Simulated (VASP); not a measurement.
Set up this calculation in VASP 6.6.1, as the native input.

```yaml
Task: single point
Functional: PBEsol
Potentials_or_basis: VASP PAW PBE potentials, release 64 (Ho, C)
Cutoff: 520 eV
k_mesh: 10 × 10 × 10
Occupations: gaussian, width 0.05 eV
Spin: collinear spin, ferromagnetic start
Starting_moments: "[3.96, 0.0] μB"
Dipole_correction: no
Further_INCAR_settings: ALGO = Normal; EDIFF = 1e-06; NBANDS = 24
```

The structure of HoC lies in POSCAR:

```
HoC
1.0
    3.0023021883      0.0000000000      0.0000000000
    0.0000000000      3.0023021883      0.0000000000
    0.0000000000      0.0000000000      3.0023021883
Ho C
1 1
Direct
    0.0000000000      0.0000000000      0.0000000000
    0.5000000000      0.5000000000      0.5000000000
```

These files were run (other wordings do the same):

INCAR

```
SYSTEM = HoC
PREC = Accurate
ENCUT = 520
EDIFF = 1E-6
ISMEAR = 0
SIGMA = 0.05
LREAL = .False.
LASPH = .True.
NELM = 150
ALGO = Normal
ISIF = 2
LWAVE = .False.
LCHARG = .False.
ISPIN = 2
MAGMOM = 3.96 0
LORBIT = 11
LMAXMIX = 6
GGA = PS
NBANDS = 24
```

KPOINTS

```
regular mesh
0
Gamma
  10 10 10
  0 0 0
```

Potentials or basis: VASP PAW PBE potentials, release 64 (Ho, C).

Launch:

```console
$ cat potpaw_PBE.64/Ho/POTCAR potpaw_PBE.64/C/POTCAR > POTCAR
$ mpirun -np 1 vasp_std > vasp.out
```

Results of the run:

| Property | Result |
| --- | --- |
| Pressure | -0.3 GPa |
| Net moment | 3.53 μB per cell |
| Site moments | Ho +3.56; C -0.04 μB |
| Valence electrons inside the program's atomic spheres | Ho 18.66; C 2.22 |

Caveat: the magnetic or orbital state may not be the lowest; the PAW data sets were made with another functional, which shifts forces and pressure a little.

Run time: 3.8 min on 1 thread of Intel Xeon 8259CL, with other jobs on the host, peak memory 0.2 GiB.
